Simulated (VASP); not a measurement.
# AlN (F-43m) in VASP: notebook, part 2 of 2

VASP 6.6.1. Earlier steps stand in the parts before.

## 3. Single point, PBE

INCAR reads:

```
SYSTEM = AlN
PREC     = Accurate       ! precision mode
ENCUT    = 520            ! plane-wave cutoff, eV
EDIFF    = 1E-6           ! SCF threshold, eV
ISMEAR   = 0              ! smearing method
SIGMA    = 0.01           ! smearing width, eV
LREAL    = .FALSE.        ! projectors in reciprocal space
LASPH    = .TRUE.         ! aspherical terms in the spheres
NELM     = 80             ! most SCF steps
ALGO     = Normal         ! electronic algorithm
ISIF     = 2              ! what is computed and relaxed
LWAVE    = .FALSE.        ! write WAVECAR
LCHARG   = .FALSE.        ! write CHGCAR
GGA      = PE             ! functional
NBANDS   = 11             ! bands
```

KPOINTS reads:

```
Automatic mesh
0
G
  8 8 8
  0 0 0
```

POSCAR reads:

```
AlN
1.0
    0.0000000000      2.1848764855      2.1848764855
    2.1848764855      0.0000000000      2.1848764855
    2.1848764855      2.1848764855      0.0000000000
Al N
1 1
Direct
    0.0000000000      0.0000000000      0.0000000000
    0.7500000000      0.7500000000      0.7500000000
```

Potentials or basis: VASP PAW PBE potentials, release 64 (Al, N).

Run with:

```sh
$ cat potpaw_PBE.64/Al/POTCAR potpaw_PBE.64/N/POTCAR > POTCAR
$ mpirun -np 1 vasp_std > vasp.out
```

OUTCAR:

```text
SYSTEM = AlN
   PREC = Accurate
   ENCUT = 520
   EDIFF = 1E-6
   ISMEAR = 0
   LREAL = .FALSE.
   LASPH = .TRUE.
   NELM = 80
   ISIF = 2
   GGA = PE

 ion  position               nearest neighbor table
   1  0.000  0.000  0.000-   2 1.89   2 1.89   2 1.89   2 1.89
   2  0.750  0.750  0.750-   1 1.89   1 1.89   1 1.89   1 1.89

  LATTYP: Found a face centered cubic cell.
 ALAT       =     4.3697529710

  Lattice vectors:

 A1 = (   0.0000000000,   2.1848764855,   2.1848764855)
 A2 = (   2.1848764855,   0.0000000000,   2.1848764855)
 A3 = (   2.1848764855,   2.1848764855,   0.0000000000)

Analysis of symmetry for initial positions (statically):
=====================================================================
 Subroutine PRICEL returns:
 Original cell was already a primitive cell.

 Routine SETGRP: Setting up the symmetry group for a
 face centered cubic supercell.

 Subroutine GETGRP returns: Found 24 space group operations
 (whereof 24 operations were pure point group operations)
 out of a pool of 48 trial point group operations.

The static configuration has the point symmetry T_d .

Analysis of symmetry for dynamics (positions and initial velocities):
=====================================================================
 Subroutine PRICEL returns:
 Original cell was already a primitive cell.

 Routine SETGRP: Setting up the symmetry group for a
 face centered cubic supercell.

 Subroutine GETGRP returns: Found 24 space group operations
 (whereof 24 operations were pure point group operations)
 out of a pool of 48 trial point group operations.

The dynamic configuration has the point symmetry T_d .

 Subroutine INISYM returns: Found 24 space group operations
 (whereof 24 operations are pure point group operations),
 and found     1 'primitive' translations

----------------------------------------------------------------------------------------

                                     Primitive cell

  volume of cell :      20.8598

  direct lattice vectors                    reciprocal lattice vectors
[... 112 lines left out ...]
   GGA     = PE    functional components
   LHFCALC =     F    Hartree Fock is set to
   AEXX    =    0.0000 exact exchange contribution
   IVDW    =     0    specifies the selected vdW correction
   LEPSILON=     F    determine dielectric tensor
   LRPA    =     F    only Hartree local field effects (RPA)
 non-spin polarized calculation
 Gauss-broadening in eV      SIGMA  =   0.01
  energy-cutoff  :      520.00
  volume of cell :       20.86
 maximum number of plane-waves:       588
   NGX = 11   NGY = 11   NGZ = 11

 number of electron       8.0000000 magnetization

 Free energy of the ion-electron system (eV)
  ---------------------------------------------------
  ext. energy  EPLUGINS =         0.00000000
  ---------------------------------------------------
  free energy    TOTEN  =       -14.84104573 eV

  energy without entropy =      -14.84104573  energy(sigma->0) =      -14.84104573

 E-fermi :   6.0258     XC(G=0): -10.9283

 val. band max:        5.9587565733   @ k =   0.0000   0.0000   0.0000
 cond. band min:       9.2757212130   @ k =   0.5000   0.5000   0.0000
 fundamental gap:      3.3169646398
 Fermi energy:         6.0257569731

 k-point     1 :       0.0000    0.0000    0.0000
  band No.  band energies     occupation
      1      -9.0149      2.00000
      2       5.9588      2.00000
      3       5.9588      2.00000
      4       5.9588      2.00000
      5      10.1439      0.00000
      6      18.5070      0.00000
      7      18.5070      0.00000
      8      18.5070      0.00000
      9      23.6376      0.00000
     10      23.6376      0.00000
     11      25.0371      0.00000
[... 309 lines left out ...]
 k-point    24 :      -0.3750    0.2500    0.1250
  band No.  band energies     occupation
      1      -6.6512      2.00000
      2       0.8234      2.00000
      3       3.7376      2.00000
      4       4.8432      2.00000
      5      13.0566      0.00000
      6      15.2026      0.00000
      7      18.1183      0.00000
      8      18.6339      0.00000
      9      23.1221      0.00000
     10      24.7185      0.00000
     11      27.9836      0.00000

 [... further k-points ...]
[... 5 lines left out ...]
  --------------------------------------------------------------------------------------
  -------------------------------------------------------------------------------------
  Total        0.5634681      0.5634681      0.5634681      0.0000000      0.0000000     -0.0000000
  in kB       43.2782065     43.2782065     43.2782065      0.0000000      0.0000000     -0.0000000
  external PRESSURE =      43.2782065 kB  Pullay stress =       0.0000000 kB

 VOLUME and BASIS-vectors are now :
 -----------------------------------------------------------------------------
  energy-cutoff  :      520.00
  volume of cell :       20.86
      direct lattice vectors                 reciprocal lattice vectors
     0.000000000  2.184876485  2.184876485    -0.228845888  0.228845888  0.228845888
     2.184876485  0.000000000  2.184876485     0.228845888 -0.228845888  0.228845888
     2.184876485  2.184876485  0.000000000     0.228845888  0.228845888 -0.228845888

 POSITION                                       TOTAL-FORCE (eV/Angst)
 -----------------------------------------------------------------------------------
      0.00000      0.00000      0.00000        -0.000000     -0.000000      0.000000
      3.27731      3.27731      3.27731         0.000000      0.000000     -0.000000
 -----------------------------------------------------------------------------------
    total drift:                               -0.000000     -0.000000     -0.000000

  FREE ENERGIE OF THE ION-ELECTRON SYSTEM (eV)
  ---------------------------------------------------
  free  energy   TOTEN  =       -14.8410457296 eV

  energy  without entropy=      -14.8410457296  energy(sigma->0) =      -14.84104573
```

OSZICAR:

```text
N       E                     dE             d eps       ncg     rms          rms(c)
DAV:   1     0.114226335115E+02    0.11423E+02   -0.38082E+03   654   0.603E+02
DAV:   2    -0.162252108771E+02   -0.27648E+02   -0.26711E+02   758   0.137E+02
DAV:   3    -0.172137004639E+02   -0.98849E+00   -0.98690E+00   790   0.242E+01
DAV:   4    -0.172192647013E+02   -0.55642E-02   -0.55640E-02   716   0.195E+00
DAV:   5    -0.172193331099E+02   -0.68409E-04   -0.68408E-04   779   0.209E-01    0.862E+00
DAV:   6    -0.148513375556E+02    0.23680E+01   -0.11872E+01   750   0.173E+01    0.283E+00
DAV:   7    -0.148475102469E+02    0.38273E-02   -0.16702E-01   707   0.321E+00    0.206E+00
DAV:   8    -0.148423456268E+02    0.51646E-02   -0.27521E-02   686   0.158E+00    0.576E-01
DAV:   9    -0.148409866308E+02    0.13590E-02   -0.38406E-03   773   0.369E-01    0.232E-01
DAV:  10    -0.148410338897E+02   -0.47259E-04   -0.40020E-04   695   0.129E-01    0.196E-02
DAV:  11    -0.148410458392E+02   -0.11950E-04   -0.11824E-05   740   0.257E-02    0.159E-02
DAV:  12    -0.148410457296E+02    0.10957E-06   -0.40066E-07   415   0.488E-03
   1 F= -.14841046E+02 E0= -.14841046E+02  d E =-.105536E-23
```

stdout:

```text
POSCAR found type information on POSCAR AlN
 POSCAR found :  2 types and       2 ions
 scaLAPACK will be used
 LDA part: xc-table for (Slater+PW92), standard interpolation
 POSCAR, INCAR and KPOINTS ok, starting setup
 FFT: planning ... GRIDC
 FFT: planning ... GRID_SOFT
 FFT: planning ... GRID
 WAVECAR not read
 entering main loop
```

Wall time 15 s (1 thread of AMD EPYC 7R13, shared host); peak memory 0.1 GiB.

What came out:

```
Free energy            : -14.8410 eV
Pressure               : 4.3 GPa
Band gap on the k mesh : 3.32 eV, indirect (least direct gap 4.19 eV)
```
